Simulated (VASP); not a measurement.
# Pt (P6_3/mmc) in VASP: a series of runs

Runs on Pt. Level: LDA. Tasks: single point.

Program: VASP 6.6.1. These are calculated values, not measurements. Logs are shortened: lines on timing, memory, paths and dates and some standing lists are left out, and cuts for length are marked.

### 1 The cell of the first run

Symmetry: P6_3/mmc, No. 194, hexagonal system. The conventional cell has a = 2.787 Å, b = 2.787 Å, c = 4.813 Å, α = 90.00°, β = 90.00°, γ = 120.00°. Pt (site symmetry -6m2) has 12 Pt at 2.79 to 2.89 Å within 3.7 Å.

### 2 Single point, LDA, collinear spin, ferromagnetic start

Contents of INCAR:

```
  PREC = Accurate
  ENCUT = 520
  EDIFF = 1E-7
  ISMEAR = 0
  SIGMA = 0.15
  LREAL = F
  LASPH = T
  NELM = 150
  ALGO = Fast
  ISIF = 2
  LWAVE = F
  LCHARG = T
  ISPIN = 2
  MAGMOM = 0.1 0.1
  LORBIT = 11
  NUPDOWN = 0.2
  LMAXMIX = 4
  GGA = CA
  LELF = T
  LVHAR = T
  NBANDS = 21
```

Contents of KPOINTS:

```
regular mesh
0
Gamma
  21 21 10
```

Contents of POSCAR:

```
Pt
1.0
    2.7872338290      0.0000000000      0.0000000000
   -1.3936169145      2.4138153022      0.0000000000
    0.0000000000      0.0000000000      4.8128176121
Pt
2
Direct
    0.6666666667      0.3333333333      0.7500000000
    0.3333333333      0.6666666667      0.2500000000
```

Potentials or basis: VASP PAW LDA potentials, release 64 (Pt).

Started as:

```sh
> cat potpaw_LDA.64/Pt/POTCAR > POTCAR
> mpirun -np 1 vasp_std > vasp.out
```

OUTCAR:

```text
PREC = Accurate
   ENCUT = 520
   EDIFF = 1E-7
   ISMEAR = 0
   LREAL = F
   LASPH = T
   NELM = 150
   ISIF = 2
   ISPIN = 2
   LORBIT = 11
   NUPDOWN = 0.2
   GGA = CA

 ion  position               nearest neighbor table
   1  0.667  0.333  0.750-   2 2.89   2 2.89   2 2.89   2 2.89   2 2.89   2 2.89
   2  0.333  0.667  0.250-   1 2.89   1 2.89   1 2.89   1 2.89   1 2.89   1 2.89

  LATTYP: Found a hexagonal cell.
 ALAT       =     2.7872338290
 C/A-ratio  =     1.7267362221

  Lattice vectors:

 A1 = (   2.7872338290,   0.0000000000,   0.0000000000)
 A2 = (  -1.3936169145,   2.4138153022,   0.0000000000)
 A3 = (   0.0000000000,   0.0000000000,   4.8128176121)

Analysis of symmetry for initial positions (statically):
=====================================================================
 Subroutine PRICEL returns:
 Original cell was already a primitive cell.

 Routine SETGRP: Setting up the symmetry group for a
 hexagonal supercell.

 Subroutine GETGRP returns: Found 24 space group operations
 (whereof 12 operations were pure point group operations)
 out of a pool of 24 trial point group operations.

The static configuration has the point symmetry D_3d.
 The point group associated with its full space group is D_6h.

Analysis of symmetry for dynamics (positions and initial velocities):
=====================================================================
 Subroutine PRICEL returns:
 Original cell was already a primitive cell.

 Routine SETGRP: Setting up the symmetry group for a
 hexagonal supercell.

 Subroutine GETGRP returns: Found 24 space group operations
 (whereof 12 operations were pure point group operations)
 out of a pool of 24 trial point group operations.

The dynamic configuration has the point symmetry D_3d.
 The point group associated with its full space group is D_6h.

Analysis of structural, dynamic, and magnetic symmetry:
=====================================================================
 Subroutine PRICEL returns:
 Original cell was already a primitive cell.

 Routine SETGRP: Setting up the symmetry group for a
 hexagonal supercell.

 Subroutine GETGRP returns: Found 24 space group operations
 (whereof 12 operations were pure point group operations)
 out of a pool of 24 trial point group operations.

The overall configuration has the point symmetry D_3d.
[... 119 lines left out ...]
     AMIX     =   0.40;   BMIX     =  1.00
     AMIX_MAG =   1.60;   BMIX_MAG =  1.00
  volume/ion in A,a.u.               =      16.19       109.26
  Fermi-wavevector in a.u.,A,eV,Ry     =   1.394203  2.634661 26.447016  1.943801
  Thomas-Fermi vector in A             =   2.517775
   LORBIT       =     11    0 simple, 1 ext, 2 COOP (PROOUT), +10 PAW based schemes
   GGA     = CA    functional components
   LHFCALC =     F    Hartree Fock is set to
   AEXX    =    0.0000 exact exchange contribution
   IVDW    =     0    specifies the selected vdW correction
   LEPSILON=     F    determine dielectric tensor
   LRPA    =     F    only Hartree local field effects (RPA)
 spin polarized calculation
 RMM-DIIS sequential band-by-band and
 Gauss-broadening in eV      SIGMA  =   0.15
  energy-cutoff  :      520.00
  volume of cell :       32.38
 maximum number of plane-waves:       893
 NGX is ok and might be reduce to    24
   NGX = 11   NGY = 11   NGZ = 17

 number of electron      20.0000001 magnetization       0.2000000

 Free energy of the ion-electron system (eV)
  ---------------------------------------------------
  ext. energy  EPLUGINS =         0.00000000
  ---------------------------------------------------
  free energy    TOTEN  =       -14.72384514 eV

  energy without entropy =      -14.67728674  energy(sigma->0) =      -14.70056594

 E-fermi :   9.7666     XC(G=0): -13.2749

 val. band max:        9.7957384088   @ k =   0.4286   0.0000   0.1000
 cond. band min:       9.7681791494   @ k =   0.3333   0.0476   0.4000
 fundamental gap:     -0.0275592594
 Fermi energy:         9.8019926271

 spin component 1

 k-point     1 :       0.0000    0.0000    0.0000
  band No.  band energies     occupation
      1       0.3188      1.00000
      2       2.9405      1.00000
      3       5.9833      1.00000
      4       6.4612      1.00000
      5       6.4612      1.00000
      6       6.8180      1.00000
[... 565 lines left out ...]
     20      30.4239      0.00000
     21      31.1387      0.00000

 [... further k-points ...]

 spin component 2

 k-point     1 :       0.0000    0.0000    0.0000
  band No.  band energies     occupation
      1       0.3395      1.00000
      2       2.9791      1.00000
      3       6.0411      1.00000
      4       6.5145      1.00000
      5       6.5145      1.00000
      6       6.8725      1.00000
[... 565 lines left out ...]
     20      30.4479      0.00000
     21      31.1662      0.00000

 [... further k-points ...]

------------------------ aborting loop because EDIFF is reached ----------------------------------------

  FORCE on cell =-STRESS in cart. coord.  units (eV):
  Direction    XX          YY          ZZ          XY          YZ          ZX
  --------------------------------------------------------------------------------------
  -------------------------------------------------------------------------------------
  Total       -4.1236108     -4.1236108     -3.8532329      0.0000000      0.0000000      0.0000000
  in kB     -204.0381646   -204.0381646   -190.6597381      0.0000000      0.0000000      0.0000000
  external PRESSURE =    -199.5786891 kB  Pullay stress =       0.0000000 kB

 VOLUME and BASIS-vectors are now :
 -----------------------------------------------------------------------------
  energy-cutoff  :      520.00
  volume of cell :       32.38
      direct lattice vectors                 reciprocal lattice vectors
     2.787233829  0.000000000  0.000000000     0.358778653  0.207140952  0.000000000
    -1.393616914  2.413815302  0.000000000     0.000000000  0.414281904  0.000000000
     0.000000000  0.000000000  4.812817612     0.000000000  0.000000000  0.207778495

 POSITION                                       TOTAL-FORCE (eV/Angst)
 -----------------------------------------------------------------------------------
      1.39362      0.80461      3.60961         0.000000     -0.000000      0.000000
     -0.00000      1.60921      1.20320        -0.000000      0.000000      0.000000
 -----------------------------------------------------------------------------------
    total drift:                               -0.000000      0.000000     -0.000000

  FREE ENERGIE OF THE ION-ELECTRON SYSTEM (eV)
  ---------------------------------------------------
  free  energy   TOTEN  =       -14.7238451415 eV

  energy  without entropy=      -14.6772867428  energy(sigma->0) =      -14.70056594

 total charge

# of ion       s       p       d       tot
------------------------------------------
    1        0.606   0.528   8.003   9.137
    2        0.606   0.528   8.003   9.137
--------------------------------------------------
tot          1.212   1.056  16.006  18.275

 magnetization (x)

# of ion       s       p       d       tot
------------------------------------------
    1        0.001  -0.000   0.098   0.099
    2        0.001  -0.000   0.098   0.099
--------------------------------------------------
tot          0.001  -0.001   0.196   0.197
```

OSZICAR:

```text
N       E                     dE             d eps       ncg     rms          rms(c)
DAV:   1     0.103004492572E+03    0.10300E+03   -0.96880E+03 24208   0.886E+02
DAV:   2    -0.131490144923E+02   -0.11615E+03   -0.10905E+03 27557   0.217E+02
DAV:   3    -0.156018562139E+02   -0.24528E+01   -0.24253E+01 28488   0.306E+01
DAV:   4    -0.156150166172E+02   -0.13160E-01   -0.13159E-01 27752   0.243E+00
DAV:   5    -0.156151616052E+02   -0.14499E-03   -0.14499E-03 28733   0.269E-01    0.154E+01
RMM:   6    -0.147975574377E+02    0.81760E+00   -0.98796E-01 24216   0.605E+00    0.794E+00
RMM:   7    -0.147318862777E+02    0.65671E-01   -0.13749E-01 24941   0.240E+00    0.308E+00
RMM:   8    -0.147239767604E+02    0.79095E-02   -0.18775E-02 25445   0.900E-01    0.853E-01
RMM:   9    -0.147238833652E+02    0.93395E-04   -0.89733E-04 27510   0.179E-01    0.246E-01
RMM:  10    -0.147238482122E+02    0.35153E-04   -0.16984E-04 26875   0.789E-02    0.853E-02
RMM:  11    -0.147238447151E+02    0.34971E-05   -0.30998E-05 27087   0.344E-02    0.200E-02
RMM:  12    -0.147238450596E+02   -0.34447E-06   -0.63310E-06 28223   0.137E-02    0.102E-02
RMM:  13    -0.147238451343E+02   -0.74719E-07   -0.12218E-06 27956   0.592E-03    0.527E-03
RMM:  14    -0.147238451415E+02   -0.72216E-08   -0.29529E-07 22135   0.295E-03
   1 F= -.14723845E+02 E0= -.14700566E+02  d E =-.465584E-01  mag=     0.2000
```

Run time: 7.7 min. Hardware: 1 thread of Oxide Virtual Turin-like, shared host; peak memory 0.32 GiB.

Results:

- Free energy: -14.7238 eV
- Pressure: -20.0 GPa
- Net moment: 0.20 μB per cell
- Site moments: Pt +0.10 μB
- Valence electrons inside the program's atomic spheres: Pt 9.14

Caveat: spin-orbit coupling is left out, which moves the levels of the heavy elements; the total moment is fixed, so each spin has its own Fermi level.

### 3 Single point, LDA, collinear spin, ferromagnetic start

Contents of INCAR:

```
SYSTEM = Pt
PREC = Accurate
ENCUT = 520
EDIFF = 1E-6
ISMEAR = 0
SIGMA = 0.15
LREAL = .False.
LASPH = .True.
NELM = 150
ALGO = Normal
ISIF = 2
LWAVE = .False.
LCHARG = .False.
ISPIN = 2
MAGMOM = 0.3 0.3
LORBIT = 11
NUPDOWN = 0.6
LMAXMIX = 4
NBANDS = 21
```

Contents of KPOINTS:

```
Automatic mesh
0
Gamma
  21 21 10
  0 0 0
```

POSCAR is that of step 2.

Potentials or basis: VASP PAW LDA potentials, release 64 (Pt).

Started as:

```sh
> cat potpaw_LDA.64/Pt/POTCAR > POTCAR
> mpirun -np 1 vasp_std > vasp.out
```

OUTCAR:

```text
SYSTEM = Pt
   PREC = Accurate
   ENCUT = 520
   EDIFF = 1E-6
   ISMEAR = 0
   LREAL = .False.
   LASPH = .True.
   NELM = 150
   ISIF = 2
   ISPIN = 2
   LORBIT = 11
   NUPDOWN = 0.6

 ion  position               nearest neighbor table
   1  0.667  0.333  0.750-   2 2.89   2 2.89   2 2.89   2 2.89   2 2.89   2 2.89
   2  0.333  0.667  0.250-   1 2.89   1 2.89   1 2.89   1 2.89   1 2.89   1 2.89

  LATTYP: Found a hexagonal cell.
 ALAT       =     2.7872338290
 C/A-ratio  =     1.7267362221

  Lattice vectors:

 A1 = (   2.7872338290,   0.0000000000,   0.0000000000)
 A2 = (  -1.3936169145,   2.4138153022,   0.0000000000)
 A3 = (   0.0000000000,   0.0000000000,   4.8128176121)

Analysis of symmetry for initial positions (statically):
=====================================================================
 Subroutine PRICEL returns:
 Original cell was already a primitive cell.

 Routine SETGRP: Setting up the symmetry group for a
 hexagonal supercell.

 Subroutine GETGRP returns: Found 24 space group operations
 (whereof 12 operations were pure point group operations)
 out of a pool of 24 trial point group operations.

The static configuration has the point symmetry D_3d.
 The point group associated with its full space group is D_6h.

Analysis of symmetry for dynamics (positions and initial velocities):
=====================================================================
 Subroutine PRICEL returns:
 Original cell was already a primitive cell.

 Routine SETGRP: Setting up the symmetry group for a
 hexagonal supercell.

 Subroutine GETGRP returns: Found 24 space group operations
 (whereof 12 operations were pure point group operations)
 out of a pool of 24 trial point group operations.

The dynamic configuration has the point symmetry D_3d.
 The point group associated with its full space group is D_6h.

Analysis of structural, dynamic, and magnetic symmetry:
=====================================================================
 Subroutine PRICEL returns:
 Original cell was already a primitive cell.

 Routine SETGRP: Setting up the symmetry group for a
 hexagonal supercell.

 Subroutine GETGRP returns: Found 24 space group operations
 (whereof 12 operations were pure point group operations)
 out of a pool of 24 trial point group operations.

The overall configuration has the point symmetry D_3d.
 The point group associated with its full space group is D_6h.

 Subroutine INISYM returns: Found 24 space group operations
 (whereof 12 operations are pure point group operations),
 and found     1 'primitive' translations

----------------------------------------------------------------------------------------

                                     Primitive cell

  volume of cell :      32.3800

  direct lattice vectors                    reciprocal lattice vectors
     2.787233829  0.000000000  0.000000000     0.358778653  0.207140952  0.000000000
    -1.393616914  2.413815302  0.000000000     0.000000000  0.414281904  0.000000000
     0.000000000  0.000000000  4.812817612     0.000000000  0.000000000  0.207778495

  length of vectors
     2.787233829  2.787233829  4.812817612     0.414281904  0.414281904  0.207778495

  position of ions in fractional coordinates (direct lattice)
     0.666666667  0.333333333  0.750000000
     0.333333333  0.666666667  0.250000000

  ion indices of the primitive-cell ions
[... 70 lines left out ...]
   LNONCOLLINEAR =      F non collinear calculations
   LSORBIT =      F    spin-orbit coupling
   LASPH  =      T    aspherical Exc in radial PAW
   ENCUT  =  520.0 eV  38.22 Ry    6.18 a.u.   5.18  5.18  8.95*2*pi/ulx,y,z
   NELM   =    150;   NELMIN=  2; NELMDL= -5     # of ELM steps
   EDIFF  = 0.1E-05   stopping-criterion for ELM
   LREAL  =      F    real-space projection
   EDIFFG = 0.1E-04   stopping-criterion for IOM
   NSW    =      0    number of steps for IOM
   IBRION =     -1    ionic relax: 0-MD 1-quasi-New 2-CG
   NFREE  =      0    steps in history (QN), initial steepest desc. (CG)
   ISIF   =      2    stress and relaxation
   ISYM   =      2    0-nonsym 1-usesym 2-fastsym
   POTIM  = 0.5000    time-step for ionic-motion
   TEBEG  =    0.0;   TEEND  =   0.0 temperature during run
   PSTRESS=    0.0 pullay stress
   NELECT =      20.0000    total number of electrons
   NUPDOWN=       0.6000    fix difference up-down
   EMIN   =  10.00;   EMAX   =-10.00  energy-range for DOS
   EFERMI =   0.00;   METHOD = LEGACY
   ISMEAR =     0;   SIGMA  =   0.15  broadening in eV -4-tet -1-fermi 0-gaus
   EFERMI_NEDOS =   21; number of points for ismear=-14 and -15
   IALGO  =     38    algorithm
   IMIX   =      4    mixing-type and parameters
     AMIX     =   0.40;   BMIX     =  1.00
     AMIX_MAG =   1.60;   BMIX_MAG =  1.00
  volume/ion in A,a.u.               =      16.19       109.26
  Fermi-wavevector in a.u.,A,eV,Ry     =   1.394203  2.634661 26.447016  1.943801
  Thomas-Fermi vector in A             =   2.517775
   LORBIT       =     11    0 simple, 1 ext, 2 COOP (PROOUT), +10 PAW based schemes
   GGA     = CA    functional components
   LHFCALC =     F    Hartree Fock is set to
   AEXX    =    0.0000 exact exchange contribution
   IVDW    =     0    specifies the selected vdW correction
   LEPSILON=     F    determine dielectric tensor
   LRPA    =     F    only Hartree local field effects (RPA)
 spin polarized calculation
 Gauss-broadening in eV      SIGMA  =   0.15
  energy-cutoff  :      520.00
  volume of cell :       32.38
 maximum number of plane-waves:       893
 NGX is ok and might be reduce to    24
   NGX = 11   NGY = 11   NGZ = 17

 number of electron      20.0000001 magnetization       0.6000000

 Free energy of the ion-electron system (eV)
  ---------------------------------------------------
  ext. energy  EPLUGINS =         0.00000000
  ---------------------------------------------------
  free energy    TOTEN  =       -14.70877130 eV

  energy without entropy =      -14.66621044  energy(sigma->0) =      -14.68749087

 E-fermi :   9.7349     XC(G=0): -13.2746

 val. band max:        9.8537139938   @ k =   0.2857   0.0952   0.3000
 cond. band min:       9.7355687205   @ k =   0.2857   0.0000   0.5000
 fundamental gap:     -0.1181452733
 Fermi energy:         9.8547406393

 spin component 1

 k-point     1 :       0.0000    0.0000    0.0000
  band No.  band energies     occupation
      1       0.2985      1.00000
      2       2.9059      1.00000
      3       5.9252      1.00000
      4       6.4158      1.00000
      5       6.4158      1.00000
      6       6.7716      1.00000
[... 565 lines left out ...]
     20      30.3974      0.00000
     21      31.1145      0.00000

 [... further k-points ...]

 spin component 2

 k-point     1 :       0.0000    0.0000    0.0000
  band No.  band energies     occupation
      1       0.3609      1.00000
      2       3.0221      1.00000
      3       6.0972      1.00000
      4       6.5772      1.00000
      5       6.5772      1.00000
      6       6.9368      1.00000
[... 565 lines left out ...]
     20      30.4694      0.00000
     21      31.1977      0.00000

 [... further k-points ...]

------------------------ aborting loop because EDIFF is reached ----------------------------------------

  FORCE on cell =-STRESS in cart. coord.  units (eV):
  Direction    XX          YY          ZZ          XY          YZ          ZX
  --------------------------------------------------------------------------------------
  -------------------------------------------------------------------------------------
  Total       -3.9902438     -3.9902438     -3.9337327      0.0000000      0.0000000      0.0000000
  in kB     -197.4391027   -197.4391027   -194.6429080      0.0000000      0.0000000      0.0000000
  external PRESSURE =    -196.5070378 kB  Pullay stress =       0.0000000 kB

 VOLUME and BASIS-vectors are now :
 -----------------------------------------------------------------------------
  energy-cutoff  :      520.00
  volume of cell :       32.38
      direct lattice vectors                 reciprocal lattice vectors
     2.787233829  0.000000000  0.000000000     0.358778653  0.207140952  0.000000000
    -1.393616914  2.413815302  0.000000000     0.000000000  0.414281904  0.000000000
     0.000000000  0.000000000  4.812817612     0.000000000  0.000000000  0.207778495

 POSITION                                       TOTAL-FORCE (eV/Angst)
 -----------------------------------------------------------------------------------
      1.39362      0.80461      3.60961         0.000000     -0.000000      0.000000
     -0.00000      1.60921      1.20320        -0.000000      0.000000      0.000000
 -----------------------------------------------------------------------------------
    total drift:                               -0.000000      0.000000     -0.000000

  FREE ENERGIE OF THE ION-ELECTRON SYSTEM (eV)
  ---------------------------------------------------
  free  energy   TOTEN  =       -14.7087713039 eV

  energy  without entropy=      -14.6662104432  energy(sigma->0) =      -14.68749087

 total charge

# of ion       s       p       d       tot
------------------------------------------
    1        0.607   0.528   8.002   9.137
    2        0.607   0.528   8.002   9.137
--------------------------------------------------
tot          1.213   1.057  16.005  18.274

 magnetization (x)

# of ion       s       p       d       tot
------------------------------------------
    1        0.002  -0.001   0.294   0.296
    2        0.002  -0.001   0.294   0.296
--------------------------------------------------
tot          0.004  -0.001   0.589   0.591
```

Run time: 7.5 min. Hardware: 1 thread of Oxide Virtual Turin-like, shared host; peak memory 0.31 GiB.

Results:

```yaml
Free_energy: -14.7088 eV
Pressure: -19.7 GPa
Net_moment: 0.60 μB per cell
Site_moments: Pt +0.30 μB
Valence_electrons_inside_the_program's_atomic_spheres: Pt 9.14
```

Caveat: spin-orbit coupling is left out, which moves the levels of the heavy elements; the total moment is fixed, so each spin has its own Fermi level.

(Continued in part 2 of 3.)
